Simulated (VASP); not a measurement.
Write the native input for VASP 6.6.1 that does the following.

| Quantity | Value |
| --- | --- |
| Task | single point |
| Functional | PBE |
| Potentials or basis | VASP PAW PBE potentials, release 64 (Al, Ru_pv) |
| Cutoff | 520 eV |
| k mesh | 16 × 16 × 16 |
| Occupations | gaussian, width 0.15 eV |
| Spin | no spin polarisation |
| Dipole correction | no |
| Further INCAR settings | ALGO = Fast; EDIFF = 1e-07; NBANDS = 16 |

The structure of AlRu lies in POSCAR:

```
AlRu
1.0
    2.9916000000      0.0000000000      0.0000000000
    0.0000000000      2.9916000000      0.0000000000
    0.0000000000      0.0000000000      2.9018520000
Al Ru
1 1
Direct
    0.0000000000      0.0000000000      0.0000000000
    0.5000000000      0.5000000000      0.5000000000
```

This cell differs from its parent crystal: strain -0.0300 x Voigt [0, 0, 1, 0, 0, 0].

These files were run (other wordings do the same):

INCAR

```
PREC = Accurate
ENCUT = 520
EDIFF = 1E-7
ISMEAR = 0
SIGMA = 0.15
LREAL = F
LASPH = T
NELM = 80
ALGO = Fast
ISIF = 2
LWAVE = F
LCHARG = F
GGA = PE
NBANDS = 16
```

KPOINTS

```
regular mesh
0
Gamma
  16 16 16
```

Potentials or basis: VASP PAW PBE potentials, release 64 (Al, Ru_pv).

Command:

```bash
$ cat potpaw_PBE.64/Al/POTCAR potpaw_PBE.64/Ru_pv/POTCAR > POTCAR
$ mpirun -np 1 vasp_std > vasp.out
```

Results of the run:

| Item | Value |
| --- | --- |
| Pressure | 9.7 GPa |

Caveat: the cell differs from its parent crystal (strain -0.0300 x Voigt [0, 0, 1, 0, 0, 0]).

Run time: 79 s on 1 thread of Intel Xeon 6975P-C, with other jobs on the host, peak memory 0.28 GiB.
